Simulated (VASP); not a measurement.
A run of VASP 6.6.1:

Contents of INCAR:

```
SYSTEM = BiTe
ALGO = Normal
EDIFF = 1E-6
ENCUT = 520
ISIF = 2
ISMEAR = -1
LASPH = .True.
LCHARG = .False.
LREAL = .False.
LWAVE = .False.
NBANDS = 18
NELM = 60
PREC = Accurate
SIGMA = 0.08
```

The input KPOINTS:

```
k-points
0
Gamma
  10 10 10
  0 0 0
```

POSCAR

```
BiTe
1.0
   -0.0323500000      3.2188250000      3.2188250000
    3.2188250000     -0.0323500000      3.2188250000
    3.2188250000      3.2188250000     -0.0323500000
Bi Te
1 1
Direct
    0.0000000000      0.0000000000      0.0000000000
    0.5000000000      0.5000000000      0.5000000000
```

Potentials or basis: VASP PAW LDA potentials, release 64 (Bi_d, Te).

The run is started by

```sh
$ cat potpaw_LDA.64/Bi_d/POTCAR potpaw_LDA.64/Te/POTCAR > POTCAR
$ mpirun -np 1 vasp_std > vasp.out
```

Hardware: 1 thread of Intel(R) Xeon(R) 6975P-C (Granite Rapids), on a shared host.

Question: Estimate the wall time of this run.

Answer: Wall time 77 s on 1 thread of Intel(R) Xeon(R) 6975P-C (Granite Rapids), with other jobs on the host, peak memory 0.27 GiB. Counts: scf iterations 11, k points 116.
